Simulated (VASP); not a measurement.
# HgTe (P1) in VASP: single point with PBE

Aim: the single point of HgTe with PBE.

Everything below comes from runs of VASP 6.6.1. Logs are shortened: lines on timing, memory, paths and dates and some standing lists are left out, and cuts for length are marked.

### 1 The cell of the first run

The typed cell holds 2 atoms: a = 4.716 Å, b = 4.754 Å, c = 4.681 Å, α = 59.40°, β = 60.40°, γ = 59.74°.

### 2 Single point, PBE (atoms moved at random and the cell strained at random)

INCAR

```
  PREC = Accurate
  ENCUT = 520
  EDIFF = 1E-6
  ISMEAR = 0
  SIGMA = 0.05
  LREAL = F
  LASPH = T
  NELM = 100
  ALGO = Normal
  ISIF = 2
  LWAVE = F
  LCHARG = F
  GGA = PE
  NBANDS = 16
```

KPOINTS

```
Automatic mesh
0
Gamma
  10 10 10
```

POSCAR

```
HgTe
1.0
   -0.0030750506      3.3053165154      3.3641964336
    3.3636990592      0.0019118677      3.3592095153
    3.3416136636      3.2782442016      0.0239972633
Hg Te
1 1
Direct
   -0.0050900392      0.0139052329     -0.0156325357
    0.2550900392      0.2360947671      0.2656325357
```

Potentials or basis: VASP PAW PBE potentials, release 64 (Hg, Te).

Command:

```
$ cat potpaw_PBE.64/Hg/POTCAR potpaw_PBE.64/Te/POTCAR > POTCAR
$ mpirun -np 1 vasp_std > vasp.out
```

OUTCAR:

```text
PREC = Accurate
   ENCUT = 520
   EDIFF = 1E-6
   ISMEAR = 0
   LREAL = F
   LASPH = T
   NELM = 100
   ISIF = 2
   GGA = PE

 ion  position               nearest neighbor table
   1  0.995  0.014  0.984-   2 2.75   2 2.86   2 2.95   2 3.00
   2  0.255  0.236  0.266-   1 2.75   1 2.86   1 2.95   1 3.00

  LATTYP: Found a triclinic cell.
 ALAT       =     8.1158923273
 B/A-ratio  =     0.5760679631
 C/A-ratio  =     1.7530176554
 COS(alpha) =     0.0029626110
 COS(beta)  =     0.4891454710
 COS(gamma) =     0.8628246642

  Lattice vectors:

 A1 = (  -3.3888595054,   6.5797369816,  -3.3302253337)
 A2 = (  -0.0220853956,   3.2763323339,  -3.3352122520)
 A3 = ( -13.4198505974,   3.3556374076,   3.3261757436)

Analysis of symmetry for initial positions (statically):
=====================================================================
 Subroutine PRICEL returns:
 Original cell was already a primitive cell.

 Routine SETGRP: Setting up the symmetry group for a
 triclinic supercell.

 Subroutine GETGRP returns: Found  1 space group operations
 (whereof  1 operations were pure point group operations)
 out of a pool of  2 trial point group operations.

The static configuration has the point symmetry C_1 .

Analysis of symmetry for dynamics (positions and initial velocities):
=====================================================================
 Subroutine PRICEL returns:
 Original cell was already a primitive cell.

 Routine SETGRP: Setting up the symmetry group for a
 triclinic supercell.

 Subroutine GETGRP returns: Found  1 space group operations
 (whereof  1 operations were pure point group operations)
 out of a pool of  2 trial point group operations.

The dynamic configuration has the point symmetry C_1 .

 Subroutine INISYM returns: Found  1 space group operations
 (whereof  1 operations are pure point group operations),
 and found     1 'primitive' translations

----------------------------------------------------------------------------------------

                                     Primitive cell

  volume of cell :      73.9454

  direct lattice vectors                    reciprocal lattice vectors
    -0.003075051  3.305316515  3.364196434    -0.148924199  0.150711971  0.149037458
     3.363699059  0.001911868  3.359209515     0.148073242 -0.152029939  0.149504469
     3.341613664  3.278244202  0.023997263     0.150067685  0.153173425 -0.150355426

  length of vectors
     4.716242611  4.753815687  4.681222361     0.259045708  0.259596560  0.261895327

  position of ions in fractional coordinates (direct lattice)
     0.994909961  0.013905233  0.984367464
     0.255090039  0.236094767  0.265632536

  ion indices of the primitive-cell ions
   primitive index   ion index
                 1           1
                 2           2

----------------------------------------------------------------------------------------

 KPOINTS: Automatic mesh

Automatic generation of k-mesh.
 Grid dimensions read from file:
 generate k-points for:   10   10   10

 Generating k-lattice:

  Cartesian coordinates                     Fractional coordinates (reciprocal lattice)
    -0.014892420  0.015071197  0.014903746     0.100000000 -0.000000000 -0.000000000
     0.014807324 -0.015202994  0.014950447     0.000000000  0.100000000 -0.000000000
     0.015006768  0.015317343 -0.015035543    -0.000000000  0.000000000  0.100000000

  Length of vectors
     0.025904571  0.025959656  0.026189533

  Shift w.r.t. Gamma in fractional coordinates (k-lattice)
     0.000000000  0.000000000  0.000000000

 Subroutine IBZKPT returns following result:
 ===========================================

 Found    504 irreducible k-points:

 Following reciprocal coordinates:
            Coordinates               Weight
  0.000000  0.000000  0.000000      1.000000
  0.100000 -0.000000 -0.000000      2.000000
  0.200000 -0.000000 -0.000000      2.000000
  0.300000  0.000000  0.000000      2.000000
  0.400000 -0.000000 -0.000000      2.000000
  0.500000  0.000000 -0.000000      1.000000
[... 16 lines left out ...]
 -0.400000  0.200000 -0.000000      2.000000
 -0.300000  0.200000 -0.000000      2.000000
 [... further k-points ...]
   k-points           NKPTS =    504   k-points in BZ     NKDIM =    504   number of bands    NBANDS=     16
   number of dos      NEDOS =    301   number of ions     NIONS =      2
   total plane-waves  NPLWV =  46656
   dimension x,y,z NGX =    36 NGY =   36 NGZ =   36
   dimension x,y,z NGXF=    72 NGYF=   72 NGZF=   72
   ions per type =               1   1
   NGX,Y,Z   is equivalent  to a cutoff of  12.69, 12.59, 12.78 a.u.
   NGXF,Y,Z  is equivalent  to a cutoff of  25.38, 25.18, 25.57 a.u.
 SYSTEM =  unknown system
   PREC   = accura    normal or accurate (medium, high low for compatibility)
   ISTART =      0    job   : 0-new  1-cont  2-samecut
   ICHARG =      2    charge: 1-file 2-atom 10-const
   ISPIN  =      1    spin polarized calculation?
   LNONCOLLINEAR =      F non collinear calculations
   LSORBIT =      F    spin-orbit coupling
   LASPH  =      T    aspherical Exc in radial PAW
   ENCUT  =  520.0 eV  38.22 Ry    6.18 a.u.   8.77  8.84  8.70*2*pi/ulx,y,z
   NELM   =    100;   NELMIN=  2; NELMDL= -5     # of ELM steps
   EDIFF  = 0.1E-05   stopping-criterion for ELM
   LREAL  =      F    real-space projection
   EDIFFG = 0.1E-04   stopping-criterion for IOM
   NSW    =      0    number of steps for IOM
   IBRION =     -1    ionic relax: 0-MD 1-quasi-New 2-CG
   NFREE  =      0    steps in history (QN), initial steepest desc. (CG)
   ISIF   =      2    stress and relaxation
   ISYM   =      2    0-nonsym 1-usesym 2-fastsym
   POTIM  = 0.5000    time-step for ionic-motion
   TEBEG  =    0.0;   TEEND  =   0.0 temperature during run
   PSTRESS=    0.0 pullay stress
   NELECT =      18.0000    total number of electrons
   NUPDOWN=      -1.0000    fix difference up-down
   EMIN   =  10.00;   EMAX   =-10.00  energy-range for DOS
   EFERMI =   0.00;   METHOD = LEGACY
   ISMEAR =     0;   SIGMA  =   0.05  broadening in eV -4-tet -1-fermi 0-gaus
   EFERMI_NEDOS =   21; number of points for ismear=-14 and -15
   IALGO  =     38    algorithm
   IMIX   =      4    mixing-type and parameters
     AMIX     =   0.40;   BMIX     =  1.00
     AMIX_MAG =   1.60;   BMIX_MAG =  1.00
  volume/ion in A,a.u.               =      36.97       249.50
  Fermi-wavevector in a.u.,A,eV,Ry     =   1.022183  1.931645 14.216151  1.044858
  Thomas-Fermi vector in A             =   2.155848
   LORBIT       =      0    0 simple, 1 ext, 2 COOP (PROOUT), +10 PAW based schemes
   GGA     = PE    functional components
   LHFCALC =     F    Hartree Fock is set to
   AEXX    =    0.0000 exact exchange contribution
   IVDW    =     0    specifies the selected vdW correction
   LEPSILON=     F    determine dielectric tensor
   LRPA    =     F    only Hartree local field effects (RPA)
 non-spin polarized calculation
 Gauss-broadening in eV      SIGMA  =   0.05
  energy-cutoff  :      520.00
  volume of cell :       73.95
 maximum number of plane-waves:      2016
   NGX = 17   NGY = 17   NGZ = 17

 number of electron      18.0000001 magnetization

 Free energy of the ion-electron system (eV)
  ---------------------------------------------------
  ext. energy  EPLUGINS =         0.00000000
  ---------------------------------------------------
  free energy    TOTEN  =        -3.61280812 eV

  energy without entropy =       -3.61276236  energy(sigma->0) =       -3.61278524

 E-fermi :   2.2365     XC(G=0):  -8.3326

 val. band max:        2.2083186958   @ k =   0.0000   0.0000   0.0000
 cond. band min:       2.2626722224   @ k =   0.0000   0.0000   0.0000
 fundamental gap:      0.0543535266
 Fermi energy:         2.2365394587

 k-point     1 :       0.0000    0.0000    0.0000
  band No.  band energies     occupation
      1      -9.2281      2.00000
      2      -4.8280      2.00000
      3      -4.7103      2.00000
      4      -4.6106      2.00000
      5      -4.2925      2.00000
      6      -4.2665      2.00000
[... 8 lines left out ...]
     15      11.4857      0.00000
     16      11.6068      0.00000

 k-point     2 :       0.1000   -0.0000   -0.0000
  band No.  band energies     occupation
      1      -9.1862      2.00000
      2      -4.8157      2.00000
      3      -4.6902      2.00000
      4      -4.6026      2.00000
      5      -4.2916      2.00000
      6      -4.2689      2.00000
[... 8 lines left out ...]
     15      10.9305      0.00000
     16      11.1057      0.00000

 k-point     3 :       0.2000   -0.0000   -0.0000
  band No.  band energies     occupation
      1      -9.0730      2.00000
      2      -4.7778      2.00000
      3      -4.6282      2.00000
      4      -4.5796      2.00000
      5      -4.2862      2.00000
      6      -4.2732      2.00000
[... 8 lines left out ...]
     15      10.6217      0.00000
     16      10.6943      0.00000

 k-point     4 :       0.3000    0.0000    0.0000
  band No.  band energies     occupation
      1      -8.9260      2.00000
      2      -4.7215      2.00000
      3      -4.5814      2.00000
      4      -4.4752      2.00000
      5      -4.2777      2.00000
      6      -4.2668      2.00000
[... 8 lines left out ...]
     15      10.7787      0.00000
     16      10.8626      0.00000
[... 324 lines left out ...]
 k-point    22 :       0.5000    0.2000   -0.0000
  band No.  band energies     occupation
      1      -8.7014      2.00000
      2      -4.6183      2.00000
      3      -4.5455      2.00000
      4      -4.3153      2.00000
      5      -4.2657      2.00000
      6      -4.0541      2.00000
[... 8 lines left out ...]
     15      12.0362      0.00000
     16      12.1452      0.00000

 k-point    23 :      -0.4000    0.2000   -0.0000
  band No.  band energies     occupation
      1      -8.6982      2.00000
      2      -4.6349      2.00000
      3      -4.5510      2.00000
      4      -4.3084      2.00000
      5      -4.2644      2.00000
      6      -3.9923      2.00000
[... 8 lines left out ...]
     15      11.2336      0.00000
     16      12.0064      0.00000

 k-point    24 :      -0.3000    0.2000   -0.0000
  band No.  band energies     occupation
      1      -8.7744      2.00000
      2      -4.6809      2.00000
      3      -4.5663      2.00000
      4      -4.3472      2.00000
      5      -4.2721      2.00000
      6      -4.1366      2.00000
[... 8 lines left out ...]
     15      11.2867      0.00000
     16      12.3131      0.00000

 [... further k-points ...]

------------------------ aborting loop because EDIFF is reached ----------------------------------------

  FORCE on cell =-STRESS in cart. coord.  units (eV):
  Direction    XX          YY          ZZ          XY          YZ          ZX
  --------------------------------------------------------------------------------------
  -------------------------------------------------------------------------------------
  Total        0.1063215      0.1294516      0.0890171      0.3823773     -0.3143636     -0.5650722
  in kB        2.3036703      2.8048314      1.9287360      8.2849789     -6.8113232    -12.2434329
  external PRESSURE =       2.3457459 kB  Pullay stress =       0.0000000 kB

 VOLUME and BASIS-vectors are now :
 -----------------------------------------------------------------------------
  energy-cutoff  :      520.00
  volume of cell :       73.95
      direct lattice vectors                 reciprocal lattice vectors
    -0.003075051  3.305316515  3.364196434    -0.148924199  0.150711971  0.149037458
     3.363699059  0.001911868  3.359209515     0.148073242 -0.152029939  0.149504469
     3.341613664  3.278244202  0.023997263     0.150067685  0.153173425 -0.150355426

 POSITION                                       TOTAL-FORCE (eV/Angst)
 -----------------------------------------------------------------------------------
      3.33309      6.51552      3.41741         0.182319      0.401415     -0.245636
      1.68101      1.71441      1.65764        -0.182319     -0.401415      0.245636
 -----------------------------------------------------------------------------------
    total drift:                                0.000055     -0.000165     -0.000025

  FREE ENERGIE OF THE ION-ELECTRON SYSTEM (eV)
  ---------------------------------------------------
  free  energy   TOTEN  =        -3.6128081220 eV

  energy  without entropy=       -3.6127623596  energy(sigma->0) =       -3.61278524
```

Run time: 8.8 min. Hardware: 1 thread of Oxide Virtual Turin-like, shared host; peak memory 0.67 GiB.

What came out:

| Item | Value |
| --- | --- |
| Free energy | -3.6128 eV |
| Pressure | 0.2 GPa |
| Largest force | 0.505 eV/Å |
| Band gap on the k mesh | 0.05 eV |

Forces on the atoms (eV/Å):
```
Hg   0.182  0.401 -0.246
Te  -0.182 -0.401  0.246
```

Levels at points of the mesh, in eV from the valence-band top:
```csv
k point,band 7,band 8,band 9,band 10,band 11,band 12
"(0.00, 0.00, 0.00)",-0.99,-0.13,0.00,0.05,4.27,4.30
"(0.50, 0.00, 0.00)",-5.03,-0.99,-0.70,0.82,4.73,5.55
"(0.00, 0.50, 0.00)",-4.69,-0.95,-0.62,0.48,4.78,5.26
"(0.50, 0.50, 0.00)",-5.01,-1.94,-1.85,1.92,2.71,7.84
"(0.00, 0.00, 0.50)",-5.20,-1.02,-0.86,0.89,4.90,5.39
"(0.50, 0.00, 0.50)",-4.90,-1.98,-1.96,1.73,2.72,7.93
"(0.00, 0.50, 0.50)",-5.02,-1.95,-1.82,1.93,2.70,7.84
"(0.50, 0.50, 0.50)",-4.82,-1.02,-0.61,0.61,4.76,5.39
```

Caveat: the cell differs from its parent crystal (atoms moved at random and the cell strained at random); spin-orbit coupling is left out, which moves the levels of the heavy elements.
